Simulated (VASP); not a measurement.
# Cu in VASP: single point with PBE

Aim: the single point of Cu with PBE.

All numbers are computed with VASP 6.6.1; they aren't measurements. Logs are shortened: lines on timing, memory, paths and dates and some standing lists are left out, and cuts for length are marked.

## (1) The cell of the first run

The cell holds a single atom in a box, 1 atom: a = 14.000 Å, b = 14.400 Å, c = 14.800 Å, α = 90.00°, β = 90.00°, γ = 90.00°.

## (2) Single point, PBE, collinear spin

The input, INCAR:

```
SYSTEM = Cu
PREC = Accurate
ENCUT = 520
EDIFF = 1E-7
ISMEAR = -1
SIGMA = 0.01
LREAL = .FALSE.
LASPH = .TRUE.
NELM = 150
ALGO = Normal
ISIF = 2
LWAVE = .FALSE.
LCHARG = .FALSE.
ISPIN = 2
MAGMOM = 1
LORBIT = 11
LMAXMIX = 4
GGA = PE
NBANDS = 16
ISYM = 0
```

The input, KPOINTS:

```
regular mesh
0
G
  1 1 1
  0 0 0
```

The input, POSCAR:

```
Cu
1.0
   14.0000000000      0.0000000000      0.0000000000
    0.0000000000     14.4000000000      0.0000000000
    0.0000000000      0.0000000000     14.8000000000
Cu
1
Direct
    0.5000000000      0.5000000000      0.5000000000
```

Potentials or basis: VASP PAW PBE potentials, release 64 (Cu).

Command:

```sh
> cat potpaw_PBE.64/Cu/POTCAR > POTCAR
> mpirun -np 1 vasp_gam > vasp.out
```

OUTCAR:

```text
SYSTEM = Cu
   PREC = Accurate
   ENCUT = 520
   EDIFF = 1E-7
   ISMEAR = -1
   LREAL = .FALSE.
   LASPH = .TRUE.
   NELM = 150
   ISIF = 2
   ISPIN = 2
   LORBIT = 11
   GGA = PE
   ISYM = 0

 ion  position               nearest neighbor table
   1  0.500  0.500  0.500-

IMPORTANT INFORMATION: All symmetrisations will be switched off!
NOSYMM: (Re-)initialisation of all symmetry stuff for point group C_1.

----------------------------------------------------------------------------------------

                                     Primitive cell

  volume of cell :    2983.6800

  direct lattice vectors                    reciprocal lattice vectors
    14.000000000  0.000000000  0.000000000     0.071428571  0.000000000  0.000000000
     0.000000000 14.400000000  0.000000000     0.000000000  0.069444444  0.000000000
     0.000000000  0.000000000 14.800000000     0.000000000  0.000000000  0.067567568

  length of vectors
    14.000000000 14.400000000 14.800000000     0.071428571  0.069444444  0.067567568

  position of ions in fractional coordinates (direct lattice)
     0.500000000  0.500000000  0.500000000

  ion indices of the primitive-cell ions
   primitive index   ion index
                 1           1

----------------------------------------------------------------------------------------

 KPOINTS: regular mesh

Automatic generation of k-mesh.
 Grid dimensions read from file:
 generate k-points for:    1    1    1

 Generating k-lattice:

  Cartesian coordinates                     Fractional coordinates (reciprocal lattice)
     0.071428571  0.000000000  0.000000000     1.000000000  0.000000000  0.000000000
     0.000000000  0.069444444  0.000000000     0.000000000  1.000000000  0.000000000
     0.000000000  0.000000000  0.067567568     0.000000000  0.000000000  1.000000000

  Length of vectors
     0.071428571  0.069444444  0.067567568

  Shift w.r.t. Gamma in fractional coordinates (k-lattice)
     0.000000000  0.000000000  0.000000000

 Subroutine IBZKPT returns following result:
 ===========================================

 Found      1 irreducible k-points:

 Following reciprocal coordinates:
            Coordinates               Weight
  0.000000  0.000000  0.000000      1.000000
   k-points           NKPTS =      1   k-points in BZ     NKDIM =      1   number of bands    NBANDS=     16
   number of dos      NEDOS =    301   number of ions     NIONS =      1
   total plane-waves  NPLWV = ******
   dimension x,y,z NGX =   108 NGY =  108 NGZ =  112
   dimension x,y,z NGXF=   216 NGYF=  216 NGZF=  224
   ions per type =               1
   NGX,Y,Z   is equivalent  to a cutoff of  12.82, 12.47, 12.58 a.u.
   NGXF,Y,Z  is equivalent  to a cutoff of  25.65, 24.94, 25.16 a.u.
 SYSTEM =  Cu
   PREC   = accura    normal or accurate (medium, high low for compatibility)
   ISTART =      0    job   : 0-new  1-cont  2-samecut
   ICHARG =      2    charge: 1-file 2-atom 10-const
   ISPIN  =      2    spin polarized calculation?
   LNONCOLLINEAR =      F non collinear calculations
   LSORBIT =      F    spin-orbit coupling
   LASPH  =      T    aspherical Exc in radial PAW
   ENCUT  =  520.0 eV  38.22 Ry    6.18 a.u.  26.03 26.77 27.52*2*pi/ulx,y,z
   NELM   =    150;   NELMIN=  2; NELMDL= -5     # of ELM steps
   EDIFF  = 0.1E-06   stopping-criterion for ELM
   LREAL  =      F    real-space projection
   EDIFFG = 0.1E-05   stopping-criterion for IOM
   NSW    =      0    number of steps for IOM
   IBRION =     -1    ionic relax: 0-MD 1-quasi-New 2-CG
   NFREE  =      0    steps in history (QN), initial steepest desc. (CG)
   ISIF   =      2    stress and relaxation
   ISYM   =      0    0-nonsym 1-usesym 2-fastsym
   POTIM  = 0.5000    time-step for ionic-motion
   TEBEG  =    0.0;   TEEND  =   0.0 temperature during run
   PSTRESS=    0.0 pullay stress
   NELECT =      11.0000    total number of electrons
   NUPDOWN=      -1.0000    fix difference up-down
   EMIN   =  10.00;   EMAX   =-10.00  energy-range for DOS
   EFERMI =   0.00;   METHOD = LEGACY
   ISMEAR =    -1;   SIGMA  =   0.01  broadening in eV -4-tet -1-fermi 0-gaus
   EFERMI_NEDOS =   21; number of points for ismear=-14 and -15
   IALGO  =     38    algorithm
   IMIX   =      4    mixing-type and parameters
     AMIX     =   0.40;   BMIX     =  1.00
     AMIX_MAG =   1.60;   BMIX_MAG =  1.00
  volume/ion in A,a.u.               =    2983.68     20134.87
  Fermi-wavevector in a.u.,A,eV,Ry     =   0.252904  0.477918  0.870232  0.063960
  Thomas-Fermi vector in A             =   1.072337
   LORBIT       =     11    0 simple, 1 ext, 2 COOP (PROOUT), +10 PAW based schemes
   GGA     = PE    functional components
   LHFCALC =     F    Hartree Fock is set to
   AEXX    =    0.0000 exact exchange contribution
   IVDW    =     0    specifies the selected vdW correction
   LEPSILON=     F    determine dielectric tensor
   LRPA    =     F    only Hartree local field effects (RPA)
 spin polarized calculation
  energy-cutoff  :      520.00
  volume of cell :     2983.68
 maximum number of plane-waves:     40220
 NGX is ok and might be reduce to   108
   NGX = 53   NGY = 53   NGZ = 55

 number of electron      11.0000021 magnetization       1.0000000

 Free energy of the ion-electron system (eV)
  ---------------------------------------------------
  ext. energy  EPLUGINS =         0.00000000
  ---------------------------------------------------
  free energy    TOTEN  =        -0.24263925 eV

  energy without entropy =       -0.24263925  energy(sigma->0) =       -0.24263925

 E-fermi :  -4.5845     XC(G=0):  -0.2910

 val. band max:       -4.8396230497   @ k =   0.0000   0.0000   0.0000
 cond. band min:      -4.0086186712   @ k =   0.0000   0.0000   0.0000
 fundamental gap:      0.8310043784
 Fermi energy:        -4.5844718793

 spin component 1

 k-point     1 :       0.0000    0.0000    0.0000
  band No.  band energies     occupation
      1      -5.0064      1.00000
      2      -5.0064      1.00000
      3      -5.0064      1.00000
      4      -5.0064      1.00000
      5      -5.0064      1.00000
      6      -4.9503      1.00000
[... 8 lines left out ...]
     15       0.7532      0.00000
     16       0.7939      0.00000
 Fermi energy:        -4.5844718793

 spin component 2

 k-point     1 :       0.0000    0.0000    0.0000
  band No.  band energies     occupation
      1      -4.8396      1.00000
      2      -4.8396      1.00000
      3      -4.8396      1.00000
      4      -4.8396      1.00000
      5      -4.8396      1.00000
      6      -4.0086      0.00000
[... 8 lines left out ...]
     15       0.8995      0.00000
     16       0.9358      0.00000

------------------------ aborting loop because EDIFF is reached ----------------------------------------

  FORCE on cell =-STRESS in cart. coord.  units (eV):
  Direction    XX          YY          ZZ          XY          YZ          ZX
  --------------------------------------------------------------------------------------
  -------------------------------------------------------------------------------------
  Total       -0.0047478     -0.0081246     -0.0068443      0.0000001     -0.0000002     -0.0000007
  in kB       -0.0025495     -0.0043628     -0.0036752      0.0000001     -0.0000001     -0.0000004
  external PRESSURE =      -0.0035292 kB  Pullay stress =       0.0000000 kB

 VOLUME and BASIS-vectors are now :
 -----------------------------------------------------------------------------
  energy-cutoff  :      520.00
  volume of cell :     2983.68
      direct lattice vectors                 reciprocal lattice vectors
    14.000000000  0.000000000  0.000000000     0.071428571  0.000000000  0.000000000
     0.000000000 14.400000000  0.000000000     0.000000000  0.069444444  0.000000000
     0.000000000  0.000000000 14.800000000     0.000000000  0.000000000  0.067567568

 POSITION                                       TOTAL-FORCE (eV/Angst)
 -----------------------------------------------------------------------------------
      7.00000      7.20000      7.40000        -0.000000     -0.000000      0.000000
 -----------------------------------------------------------------------------------
    total drift:                               -0.000000     -0.000000      0.000000

  FREE ENERGIE OF THE ION-ELECTRON SYSTEM (eV)
  ---------------------------------------------------
  free  energy   TOTEN  =        -0.2426392494 eV

  energy  without entropy=       -0.2426392494  energy(sigma->0) =       -0.24263925

 total charge

# of ion       s       p       d       tot
------------------------------------------
    1        0.348   0.000   9.430   9.779

 magnetization (x)

# of ion       s       p       d       tot
------------------------------------------
    1        0.348   0.000  -0.039   0.309
```

OSZICAR:

```text
N       E                     dE             d eps       ncg     rms          rms(c)
DAV:   1     0.561642681591E+02    0.56164E+02   -0.14878E+03    64   0.321E+02
DAV:   2     0.884889853371E+01   -0.47315E+02   -0.31212E+02    64   0.600E+01
[... 18 lines left out ...]
DAV:  21    -0.242637090566E+00   -0.19219E-05   -0.25408E-08    72   0.507E-04    0.596E-05
DAV:  22    -0.242637959181E+00   -0.86862E-06   -0.16052E-08    80   0.470E-04    0.727E-05
DAV:  23    -0.242638447347E+00   -0.48817E-06   -0.75027E-09    64   0.219E-04    0.302E-05
DAV:  24    -0.242638979725E+00   -0.53238E-06   -0.15873E-09    64   0.192E-04    0.164E-05
DAV:  25    -0.242639190956E+00   -0.21123E-06    0.13219E-09    80   0.100E-04    0.119E-05
DAV:  26    -0.242639249435E+00   -0.58479E-07    0.20340E-09    64   0.539E-05
   1 F= -.24263925E+00 E0= -.24263925E+00  d E =-.109901E-10  mag=     1.0000
```

stdout:

```text
POSCAR found type information on POSCAR Cu
 POSCAR found :  1 types and       1 ions
 scaLAPACK will be used
 LDA part: xc-table for (Slater+PW92), standard interpolation
 POSCAR, INCAR and KPOINTS ok, starting setup
 FFT: planning ... GRIDC
 FFT: planning ... GRID_SOFT
 FFT: planning ... GRID
 WAVECAR not read
 entering main loop
```

It took 4.9 min on 1 thread of Intel Xeon 6975P-C (Granite Rapids), shared host; peak memory 2.7 GiB.

Results:

```
Free energy                                           : -0.2426 eV
Pressure                                              : 0.0 GPa
Band gap on the k mesh                                : 0.83 eV
Net moment                                            : 1.00 μB per cell
Site moments                                          : Cu +0.31 μB
Valence electrons inside the program's atomic spheres : Cu 9.78
```

Levels at points of the mesh, in eV from the valence-band top:
Spin up:
| k point | band 3 | band 4 | band 5 | band 6 | band 7 | band 8 | band 9 | band 10 |
| --- | --- | --- | --- | --- | --- | --- | --- | --- |
| (0.00, 0.00, 0.00) | -0.17 | -0.17 | -0.17 | -0.11 | 3.94 | 3.94 | 3.94 | 4.68 |
Spin down:
```csv
k point,band 1,band 2,band 3,band 4,band 5,band 6,band 7,band 8,band 9,band 10
"(0.00, 0.00, 0.00)",0.00,0.00,0.00,0.00,0.00,0.83,4.72,4.72,4.73,4.88
```
